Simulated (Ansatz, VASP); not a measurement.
## One calculation of NaSc2, two programs

```
CELL_PARAMETERS angstrom
5.59841 0.00000 0.00000
-2.79920 4.84836 0.00000
0.00000 0.00000 2.98066
ATOMIC_POSITIONS crystal
Na 0.00000 0.00000 0.00000
Sc 0.33333 0.66667 0.50000
Sc 0.66667 0.33333 0.50000
```

Alike in both runs: functional PBE; k mesh 12 × 12 × 16; occupations gaussian, width 0.1 eV; no spin polarisation.

Ansatz relaxed the structure, and its values are those at the end. VASP's run is a single point on that final structure, the one shown.

```csv
,VASP,Ansatz
version,VASP 6.6.1,Ansatz 0.2.0
potentials or method,"VASP PAW PBE potentials, release 64 (Na_pv, Sc_sv), cutoff 520 eV","scalar-relativistic, plane waves, PAW"
valence electrons in the cell,29,31
```

```csv
,VASP,Ansatz,Ansatz less VASP
gap on the k mesh at the Fermi level (eV),none,none,-
pressure (GPa),0.1,0.0,-0.10
```

A gap of «none» marks a metal or a gap that the smearing closes. With one functional, cell and mesh, what is left measures potentials, basis and numerics. VASP's potentials hold 29 valence electrons a cell and Ansatz's 31, so a difference there can come from the potentials and not from the codes.
